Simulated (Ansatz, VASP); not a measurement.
**One calculation of C, two programs**

```xyz
6
Lattice="2.5174 0.0000 0.0000 0.0000 2.5174 0.0000 0.0000 0.0000 20.4503" Properties=species:S:1:pos:R:3 pbc="T T T"
C     1.8881    0.0000    8.0776
C     0.6294    0.0000    8.8548
C     0.6294    1.2587    9.7962
C     1.8881    1.2587   10.6541
C     1.8881    0.0000   11.5955
C     0.6294    0.0000   12.3727
```

Alike in both runs: functional r2SCAN; k mesh 10 × 10 × 1; occupations fermi-dirac, width 0.02 eV; no spin polarisation.

Ansatz relaxed the structure, and its values are those at the end. VASP's run is a single point on that final structure, the one shown.

|  | VASP | Ansatz |
| --- | --- | --- |
| version | VASP 6.6.1 | Ansatz 0.2.0 |
| potentials or method | VASP PAW PBE potentials, release 64 (C) | PAW with Ansatz's default frozen-core files, scalar-relativistic |
| plane-wave cutoff (eV) | 520 | 500 |
| valence electrons in the cell | 24 | 24 |

VASP gave:

```
rms of the force components (eV/Å) : 0.023
```

What did Ansatz give for the same quantities?

rms of the force components (eV/Å): 0.001.

VASP's potentials were made for PBE, not for r2SCAN. Ansatz's warnings: stress scf threshold loose, xc potential rough in thin density.
